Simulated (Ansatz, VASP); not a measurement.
# Ca: VASP beside Ansatz

Contents of INCAR:

```
SYSTEM = Ca
PREC = Accurate
ENCUT = 520
EDIFF = 1E-6
ISMEAR = 0
SIGMA = 0.15
LREAL = .FALSE.
LASPH = .TRUE.
NELM = 100
ALGO = Normal
ISIF = 2
LWAVE = .FALSE.
LCHARG = .FALSE.
GGA = PS
NBANDS = 11
```

File KPOINTS:

```
regular mesh
0
G
  14 14 14
  0 0 0
```

File POSCAR:

```
Ca
1.0
    0.0000000000      2.8780260000      2.8780260000
    2.8780260000      0.0000000000      2.8780260000
    2.8780260000      2.8780260000      0.0000000000
Ca
1
Direct
    0.0000000000      0.0000000000      0.0000000000
```

Input for Ansatz:

```yaml
crystal:
  lattice:
    - [0.0, 2.878026, 2.878026]
    - [2.878026, 0.0, 2.878026]
    - [2.878026, 2.878026, 0.0]
  atoms:
    - { symbol: Ca, position: [0.0, 0.0, 0.0] }
basis:
  ecutwfc: 420
kpoints:
  mp_grid: { grid: [14, 14, 14] }
hamiltonian:
  xc: pbesol
scf:
  occupations: { method: gaussian, width: 0.15 }
output:
  forces: true
  stress: true
  eigenvalues: true
```

Change from the starting cell: strain +0.030 along x and y, +0.030 along z, atoms carried along.

Alike in both runs: task single point; functional PBEsol; k mesh 14 × 14 × 14; occupations gaussian, width 0.15 eV; no spin polarisation.

```csv
,VASP,Ansatz
version,VASP 6.6.1,Ansatz 0.2.0
potentials or method,"VASP PAW PBE potentials, release 64 (Ca_sv), cutoff 520 eV","scalar-relativistic, plane waves, PAW"
valence electrons in the cell,10,10
```

```csv
,VASP,Ansatz,Ansatz less VASP
gap on the k mesh at the Fermi level (eV),none,none,-
pressure (GPa),-2.2,-2.2,+0.01
```

VASP's potentials were made for PBE, not for PBEsol. A gap of «none» marks a metal or a gap that the smearing closes.
